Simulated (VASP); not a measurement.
# BAs (F-43m) in VASP: notebook

The runs below take BAs through single point, with LDA.

Everything below comes from runs of VASP 6.6.1. Logs are shortened: lines on timing, memory, paths and dates and some standing lists are left out, and cuts for length are marked.

## (1) The cell of the first run

It takes space group F-43m (No. 216, cubic). Conventional cell: a = 4.685 Å, b = 4.685 Å, c = 4.685 Å, α = 90.00°, β = 90.00°, γ = 90.00°. Within 2.7 Å of B (site symmetry -43m) lie 4 As at 2.03 Å. As (site symmetry -43m) has 4 B at 2.03 Å within 2.7 Å.

## (2) Single point, LDA (strained cell)

File INCAR:

```
PREC = Accurate
ENCUT = 500
EDIFF = 1E-6
ISMEAR = 0
SIGMA = 0.02
LREAL = False
LASPH = True
NELM = 120
ALGO = Normal
ISIF = 2
LWAVE = False
LCHARG = False
NBANDS = 11
GGA_COMPAT = False
```

File KPOINTS:

```
regular mesh
0
Gamma
  8 8 8
```

File POSCAR:

```
BAs
1.0
    0.0000000000      2.3423282247      2.3423282247
    2.3423282247      0.0000000000      2.3423282247
    2.3423282247      2.3423282247      0.0000000000
B As
1 1
Direct
    0.0000000000      0.0000000000      0.0000000000
    0.2500000000      0.2500000000      0.2500000000
```

Potentials or basis: VASP PAW LDA potentials, release 64 (B, As).

Command:

```bash
cat potpaw_LDA.64/B/POTCAR potpaw_LDA.64/As/POTCAR > POTCAR
mpirun -np 1 vasp_std > vasp.out
```

OUTCAR:

```text
PREC = Accurate
   ENCUT = 500
   EDIFF = 1E-6
   ISMEAR = 0
   LREAL = False
   LASPH = True
   NELM = 120
   ISIF = 2

 ion  position               nearest neighbor table
   1  0.000  0.000  0.000-   2 2.03   2 2.03   2 2.03   2 2.03
   2  0.250  0.250  0.250-   1 2.03   1 2.03   1 2.03   1 2.03

  LATTYP: Found a face centered cubic cell.
 ALAT       =     4.6846564494

  Lattice vectors:

 A1 = (   0.0000000000,   2.3423282247,   2.3423282247)
 A2 = (   2.3423282247,   0.0000000000,   2.3423282247)
 A3 = (   2.3423282247,   2.3423282247,   0.0000000000)

Analysis of symmetry for initial positions (statically):
=====================================================================
 Subroutine PRICEL returns:
 Original cell was already a primitive cell.

 Routine SETGRP: Setting up the symmetry group for a
 face centered cubic supercell.

 Subroutine GETGRP returns: Found 24 space group operations
 (whereof 24 operations were pure point group operations)
 out of a pool of 48 trial point group operations.

The static configuration has the point symmetry T_d .

Analysis of symmetry for dynamics (positions and initial velocities):
=====================================================================
 Subroutine PRICEL returns:
 Original cell was already a primitive cell.

 Routine SETGRP: Setting up the symmetry group for a
 face centered cubic supercell.

 Subroutine GETGRP returns: Found 24 space group operations
 (whereof 24 operations were pure point group operations)
 out of a pool of 48 trial point group operations.

The dynamic configuration has the point symmetry T_d .

 Subroutine INISYM returns: Found 24 space group operations
 (whereof 24 operations are pure point group operations),
 and found     1 'primitive' translations

----------------------------------------------------------------------------------------

                                     Primitive cell

  volume of cell :      25.7024

  direct lattice vectors                    reciprocal lattice vectors
     0.000000000  2.342328225  2.342328225    -0.213462825  0.213462825  0.213462825
     2.342328225  0.000000000  2.342328225     0.213462825 -0.213462825  0.213462825
     2.342328225  2.342328225  0.000000000     0.213462825  0.213462825 -0.213462825

  length of vectors
     3.312552343  3.312552343  3.312552343     0.369728458  0.369728458  0.369728458

  position of ions in fractional coordinates (direct lattice)
     0.000000000  0.000000000  0.000000000
     0.250000000  0.250000000  0.250000000

  ion indices of the primitive-cell ions
   primitive index   ion index
[... 83 lines left out ...]
   TEBEG  =    0.0;   TEEND  =   0.0 temperature during run
   PSTRESS=    0.0 pullay stress
   NELECT =       8.0000    total number of electrons
   NUPDOWN=      -1.0000    fix difference up-down
   EMIN   =  10.00;   EMAX   =-10.00  energy-range for DOS
   EFERMI =   0.00;   METHOD = LEGACY
   ISMEAR =     0;   SIGMA  =   0.02  broadening in eV -4-tet -1-fermi 0-gaus
   EFERMI_NEDOS =   21; number of points for ismear=-14 and -15
   IALGO  =     38    algorithm
   IMIX   =      4    mixing-type and parameters
     AMIX     =   0.40;   BMIX     =  1.00
     AMIX_MAG =   1.60;   BMIX_MAG =  1.00
  volume/ion in A,a.u.               =      12.85        86.72
  Fermi-wavevector in a.u.,A,eV,Ry     =   1.109465  2.096586 16.747593  1.230913
  Thomas-Fermi vector in A             =   2.246005
   LORBIT       =      0    0 simple, 1 ext, 2 COOP (PROOUT), +10 PAW based schemes
   GGA     = CA    functional components
   LHFCALC =     F    Hartree Fock is set to
   AEXX    =    0.0000 exact exchange contribution
   IVDW    =     0    specifies the selected vdW correction
   LEPSILON=     F    determine dielectric tensor
   LRPA    =     F    only Hartree local field effects (RPA)
 non-spin polarized calculation
 Gauss-broadening in eV      SIGMA  =   0.02
  energy-cutoff  :      500.00
  volume of cell :       25.70
 maximum number of plane-waves:       666
   NGX = 13   NGY = 13   NGZ = 13

 number of electron       8.0000001 magnetization

 Free energy of the ion-electron system (eV)
  ---------------------------------------------------
  ext. energy  EPLUGINS =         0.00000000
  ---------------------------------------------------
  free energy    TOTEN  =       -12.90683249 eV

  energy without entropy =      -12.90683249  energy(sigma->0) =      -12.90683249

 E-fermi :   6.9261     XC(G=0): -11.0293

 val. band max:        6.8353257884   @ k =   0.0000   0.0000   0.0000
 cond. band min:       7.9223608001   @ k =   0.3750   0.3750   0.0000
 fundamental gap:      1.0870350117
 Fermi energy:         6.9261065027

 k-point     1 :       0.0000    0.0000    0.0000
  band No.  band energies     occupation
      1      -9.0860      2.00000
      2       6.8353      2.00000
      3       6.8353      2.00000
      4       6.8353      2.00000
      5      10.1621      0.00000
      6      10.1621      0.00000
      7      10.1621      0.00000
      8      12.2878      0.00000
      9      16.4946      0.00000
     10      20.1151      0.00000
     11      20.1151      0.00000
[... 309 lines left out ...]
 k-point    24 :      -0.3750    0.2500    0.1250
  band No.  band energies     occupation
      1      -5.4079      2.00000
      2      -1.7866      2.00000
      3       2.0684      2.00000
      4       3.5620      2.00000
      5      10.8335      0.00000
      6      11.7432      0.00000
      7      14.5572      0.00000
      8      16.1325      0.00000
      9      17.3583      0.00000
     10      21.3362      0.00000
     11      22.3736      0.00000

 [... further k-points ...]

------------------------ aborting loop because EDIFF is reached ----------------------------------------

  FORCE on cell =-STRESS in cart. coord.  units (eV):
  Direction    XX          YY          ZZ          XY          YZ          ZX
  --------------------------------------------------------------------------------------
  -------------------------------------------------------------------------------------
  Total        0.9367093      0.9367093      0.9367093     -0.0000000      0.0000000     -0.0000000
  in kB       58.3904951     58.3904951     58.3904951     -0.0000000      0.0000000     -0.0000000
  external PRESSURE =      58.3904951 kB  Pullay stress =       0.0000000 kB

 VOLUME and BASIS-vectors are now :
 -----------------------------------------------------------------------------
  energy-cutoff  :      500.00
  volume of cell :       25.70
      direct lattice vectors                 reciprocal lattice vectors
     0.000000000  2.342328225  2.342328225    -0.213462825  0.213462825  0.213462825
     2.342328225  0.000000000  2.342328225     0.213462825 -0.213462825  0.213462825
     2.342328225  2.342328225  0.000000000     0.213462825  0.213462825 -0.213462825

 POSITION                                       TOTAL-FORCE (eV/Angst)
 -----------------------------------------------------------------------------------
      0.00000      0.00000      0.00000         0.000000     -0.000000      0.000000
      1.17116      1.17116      1.17116        -0.000000      0.000000     -0.000000
 -----------------------------------------------------------------------------------
    total drift:                                0.000000      0.000000      0.000000

  FREE ENERGIE OF THE ION-ELECTRON SYSTEM (eV)
  ---------------------------------------------------
  free  energy   TOTEN  =       -12.9068324918 eV

  energy  without entropy=      -12.9068324918  energy(sigma->0) =      -12.90683249
```

OSZICAR:

```text
N       E                     dE             d eps       ncg     rms          rms(c)
DAV:   1     0.931004952659E+01    0.93100E+01   -0.36941E+03   638   0.625E+02
DAV:   2    -0.131480002866E+02   -0.22458E+02   -0.21761E+02   828   0.102E+02
DAV:   3    -0.137601395252E+02   -0.61214E+00   -0.61152E+00   796   0.162E+01
DAV:   4    -0.137614657155E+02   -0.13262E-02   -0.13261E-02   698   0.895E-01
DAV:   5    -0.137614678682E+02   -0.21527E-05   -0.21527E-05   777   0.367E-02    0.546E+00
DAV:   6    -0.130172194635E+02    0.74425E+00   -0.18847E+00   689   0.569E+00    0.256E+00
DAV:   7    -0.129208722823E+02    0.96347E-01   -0.24235E-01   740   0.244E+00    0.927E-01
DAV:   8    -0.129067995021E+02    0.14073E-01   -0.24928E-02   701   0.846E-01    0.105E-01
DAV:   9    -0.129068265571E+02   -0.27055E-04   -0.78528E-04   725   0.176E-01    0.637E-02
DAV:  10    -0.129068311165E+02   -0.45594E-05   -0.76008E-05   689   0.494E-02    0.138E-02
DAV:  11    -0.129068326484E+02   -0.15319E-05   -0.22962E-06   767   0.902E-03    0.138E-02
DAV:  12    -0.129068324918E+02    0.15658E-06   -0.79743E-07   340   0.383E-03
   1 F= -.12906832E+02 E0= -.12906832E+02  d E =-.745704E-13
```

Run time: 4.8 s. Hardware: 1 thread of Intel Xeon Platinum 8259CL at 2.50GHz (Skylake/Cascade Lake), shared host; peak memory 0.13 GiB.

Results:

```yaml
Free_energy: -12.9068 eV
Pressure: 5.8 GPa
Band_gap_on_the_k_mesh: 1.09 eV (least direct gap 3.33 eV)
```

Levels at points of the mesh, in eV from the valence-band top:
```
           k point  band 1  band 2  band 3  band 4  band 5  band 6  band 7  band 8
(0.00, 0.00, 0.00)  -15.92    0.00    0.00    0.00    3.33    3.33    3.33    5.45
(0.50, 0.00, 0.00)  -12.85   -9.20   -1.92   -1.92    3.05    4.82    4.82    8.81
(0.50, 0.50, 0.00)  -11.48   -8.76   -4.33   -4.33    1.29    1.34   11.80   11.80
```

Caveat: the cell differs from its parent crystal (strained cell); the cell stands under pressure.

## (3) Single point, LDA

File INCAR:

```
SYSTEM = BAs
PREC     = Accurate       ! precision mode
ENCUT    = 500            ! plane-wave cutoff, eV
EDIFF    = 1E-6           ! SCF threshold, eV
ISMEAR   = 0              ! smearing method
SIGMA    = 0.01           ! smearing width, eV
LREAL    = .False.        ! projectors in reciprocal space
LASPH    = .True.         ! aspherical terms in the spheres
NELM     = 120            ! most SCF steps
ALGO     = Normal         ! electronic algorithm
ISIF     = 2              ! what is computed and relaxed
LWAVE    = .False.        ! write WAVECAR
LCHARG   = .False.        ! write CHGCAR
NBANDS   = 11             ! bands
GGA_COMPAT= .False.
```

File KPOINTS:

```
Automatic mesh
0
Gamma
  8 8 8
  0 0 0
```

POSCAR is that of step 2.

Potentials or basis: VASP PAW LDA potentials, release 64 (B, As).

Command:

```bash
cat potpaw_LDA.64/B/POTCAR potpaw_LDA.64/As/POTCAR > POTCAR
mpirun -np 1 vasp_std > vasp.out
```

Run time: 4.4 s. Hardware: 1 thread of Intel Xeon Platinum 8259CL at 2.50GHz (Skylake/Cascade Lake), shared host; peak memory 0.13 GiB.

It converged, with:

```yaml
Free_energy: -12.9068 eV
Pressure: 5.8 GPa
Band_gap_on_the_k_mesh: 1.09 eV (least direct gap 3.33 eV)
```

Levels at points of the mesh, in eV from the valence-band top:
```tsv
k point	band 2	band 3	band 4	band 5	band 6	band 7
(0.00, 0.00, 0.00)	0.00	0.00	0.00	3.33	3.33	3.33
(0.50, 0.00, 0.00)	-9.20	-1.92	-1.92	3.05	4.82	4.82
(0.50, 0.50, 0.00)	-8.76	-4.33	-4.33	1.29	1.34	11.80
```

Caveat: the cell stands under pressure. A k mesh can miss the band edges.
